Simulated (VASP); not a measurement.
Set up this calculation in VASP 6.6.1, as the native input.

- Task: single point
- Functional: LDA
- Potentials or basis: VASP PAW LDA potentials, release 64 (Sn_d, O)
- Cutoff: 520 eV
- k mesh: 5 × 5 × 4
- Occupations: gaussian, width 0.01 eV
- Spin: no spin polarisation
- Dipole correction: no
- Further INCAR settings: ALGO = Normal; EDIFF = 1e-06; NBANDS = 28

The structure of SnO (Romarchite) lies in POSCAR:

```
SnO
1.0
    3.7731052721      0.0000000000      0.0000000000
    0.0000000000      3.7731052721      0.0000000000
    0.0000000000      0.0000000000      4.8083104305
Sn O
2 2
Direct
    0.5000000000      0.0000000000      0.2369000000
    0.0000000000      0.5000000000      0.7631000000
    0.0000000000      0.0000000000      0.0000000000
    0.5000000000      0.5000000000      0.0000000000
```

These files were run (other wordings do the same):

INCAR

```
  PREC = Accurate
  ENCUT = 520
  EDIFF = 1E-6
  ISMEAR = 0
  SIGMA = 0.01
  LREAL = False
  LASPH = True
  NELM = 100
  ALGO = Normal
  ISIF = 2
  LWAVE = False
  LCHARG = False
  NBANDS = 28
```

KPOINTS

```
regular mesh
0
Gamma
  5 5 4
```

Potentials or basis: VASP PAW LDA potentials, release 64 (Sn_d, O).

The run is started by

```sh
$ cat potpaw_LDA.64/Sn_d/POTCAR potpaw_LDA.64/O/POTCAR > POTCAR
$ mpirun -np 1 vasp_std > vasp.out
```

It gave:

```json
{"Pressure": "0.1 GPa", "Largest force": "0.281 eV/Å", "Band gap on the k mesh": "0.48 eV, indirect (least direct gap 2.11 eV)"}
```

Caveat: spin-orbit coupling is left out, which moves the levels of the heavy elements.

Run time: 17 s on 1 thread of Intel(R) Xeon(R) Platinum 8488C (Sapphire Rapids), with other jobs on the host, peak memory 0.16 GiB.
